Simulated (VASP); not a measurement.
Input of a VASP 6.6.1 run:

File INCAR:

```
PREC = Accurate
ENCUT = 600
EDIFF = 1E-6
ISMEAR = 0
SIGMA = 0.01
LREAL = False
LASPH = True
NELM = 100
ALGO = Normal
ISIF = 3
LWAVE = False
LCHARG = False
GGA = PE
IBRION = 2
NSW = 80
EDIFFG = -0.001
```

File KPOINTS:

```
regular mesh
0
Gamma
  12 12 6
```

POSCAR

```
ZnO
1.0
    3.2795288439      0.0000000000      0.0000000000
   -1.6397644219      2.8401552913      0.0000000000
    0.0000000000      0.0000000000      5.2929052876
Zn O
2 2
Direct
    0.3333333333      0.6666666667      0.0014933900
    0.6666666667      0.3333333333      0.5014933900
    0.3333333333      0.6666666667      0.3806066000
    0.6666666667      0.3333333333      0.8806066000
```

Potentials or basis: VASP PAW PBE potentials, release 64 (Zn, O).

The run is started by

```sh
$ cat potpaw_PBE.64/Zn/POTCAR potpaw_PBE.64/O/POTCAR > POTCAR
$ mpirun -np 1 vasp_std > vasp.out
```

(1) Predict the band gap on the k mesh.

(2) Estimate the relaxed cell.

(3) Predict the space group after relaxing (to 0.1 Å).

Answers

(1) 0.72 eV.

(2) a = 3.285 Å, b = 3.285 Å, c = 5.302 Å, α = 90.00°, β = 90.00°, γ = 120.00°.

(3) P6_3mc (No. 186).
